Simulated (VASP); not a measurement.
Here is a VASP 6.6.1 calculation.

File INCAR:

```
PREC = Accurate
ENCUT = 520
EDIFF = 1E-7
ISMEAR = 0
SIGMA = 0.1
LREAL = False
LASPH = True
NELM = 100
ALGO = Normal
ISIF = 2
LWAVE = False
LCHARG = True
GGA = PS
LELF = True
LVHAR = True
NBANDS = 46
```

KPOINTS

```
regular mesh
0
Gamma
  4 4 4
```

POSCAR

```
Ir
1.0
    4.8773957365      0.0000000000      0.0000000000
    0.0000000000      4.8773957365      0.0000000000
    0.0000000000      0.0000000000      4.8773957365
Ir
8
Direct
    0.5000000000      0.5000000000      0.5000000000
    0.0000000000      0.0000000000      0.0000000000
    0.2500000000      0.0000000000      0.5000000000
    0.5000000000      0.2500000000      0.0000000000
    0.5000000000      0.7500000000      0.0000000000
    0.7500000000      0.0000000000      0.5000000000
    0.0000000000      0.5000000000      0.7500000000
    0.0000000000      0.5000000000      0.2500000000
```

Potentials or basis: VASP PAW PBE potentials, release 64 (Ir).

Launch:

```console
$ cat potpaw_PBE.64/Ir/POTCAR > POTCAR
$ mpirun -np 1 vasp_std > vasp.out
```

Task: Estimate the band gap on the k mesh.

Result: Zero (band 36 reaches 10.27 eV, above the bottom of band 37 at 9.73 eV).

Task: Estimate the pressure.

Result: 4.1 GPa.

Caveat: the PAW data sets were made with another functional, which shifts forces and pressure a little; spin-orbit coupling is left out, which moves the levels of the heavy elements.
